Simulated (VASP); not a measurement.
The system is Mo3Se4.

```
Mo Se
1.0
     4.77250    2.75540    3.73667
    -4.77250    2.75540    3.73667
     0.00000   -5.51081    3.73667
Mo Se
6 8
Direct
  0.22300 0.41290 0.54610
  0.54610 0.22300 0.41290
  0.41290 0.54610 0.22300
  0.77700 0.58710 0.45390
  0.45390 0.77700 0.58710
  0.58710 0.45390 0.77700
  0.37920 0.12740 0.74470
  0.74470 0.37920 0.12740
  0.12740 0.74470 0.37920
  0.62080 0.87260 0.25530
  0.25530 0.62080 0.87260
  0.87260 0.25530 0.62080
  0.21370 0.21370 0.21370
  0.78630 0.78630 0.78630
```

```yaml
Program: VASP 6.6.1
Task: relaxation of cell and atoms
Functional: LDA
Potentials_or_basis: VASP PAW LDA potentials, release 64 (Mo_sv, Se)
Cutoff: 600 eV
k_mesh: 4 × 4 × 4
Occupations: fermi-dirac, width 0.1 eV
Spin: no spin polarisation
```

At the start: pressure -4.1 GPa; volume 21.06 Å³/atom.

**Question.** Where does the relaxation end?

**Answer.** Over 18 steps the energy falls by 9.7 meV/atom and the volume is 20.22 Å³/atom (-4.0 %); space group R-3 (No. 148, to 0.1 Å) before and after.

Step by step:
| step | energy change (eV) | largest force (eV/Å) | pressure (GPa) | volume (Å³) |
| --- | --- | --- | --- | --- |
| 1 | 0.0000 | 0.4506 | -4.15 | 294.83 |
| 2 | 0.3682 | 1.4733 | 9.56 | 272.16 |
| 3 | -0.1156 | 0.2012 | -0.19 | 287.10 |
| 4 | -0.1156 | 0.2072 | -0.10 | 286.95 |
| 5 | -0.1256 | 0.0861 | -0.11 | 285.86 |
| 6 | -0.1257 | 0.0891 | -0.11 | 285.72 |
| 7 | -0.1305 | 0.0626 | -0.09 | 284.83 |
| 8 | -0.1316 | 0.0846 | -0.07 | 284.14 |
| 9 | -0.1334 | 0.0623 | 0.15 | 283.43 |
| 10 | -0.1338 | 0.0490 | 0.32 | 282.87 |
| 11 | -0.1347 | 0.0272 | 0.16 | 282.97 |
| 12 | -0.1350 | 0.0216 | 0.02 | 283.06 |
| 13 | -0.1350 | 0.0211 | -0.01 | 283.08 |
| 14 | -0.1350 | 0.0171 | -0.01 | 283.07 |
| 15 | -0.1351 | 0.0122 | 0.00 | 283.04 |
| 16 | -0.1351 | 0.0205 | 0.02 | 282.99 |
| 17 | -0.1351 | 0.0111 | 0.00 | 283.03 |
| 18 | -0.1352 | 0.0077 | 0.00 | 283.03 |

Final structure:
```
CELL_PARAMETERS angstrom
4.70770 2.71799 3.68664
-4.70770 2.71799 3.68664
0.00000 -5.43598 3.68664
ATOMIC_POSITIONS crystal
Mo 0.22086 0.41338 0.54641
Mo 0.54641 0.22086 0.41338
Mo 0.41338 0.54641 0.22086
Mo 0.77914 0.58662 0.45359
Mo 0.45359 0.77914 0.58662
Mo 0.58662 0.45359 0.77914
Se 0.37921 0.12725 0.74796
Se 0.74796 0.37921 0.12725
Se 0.12725 0.74796 0.37921
Se 0.62079 0.87275 0.25204
Se 0.25204 0.62079 0.87275
Se 0.87275 0.25204 0.62079
Se 0.21273 0.21273 0.21273
Se 0.78727 0.78727 0.78727
```
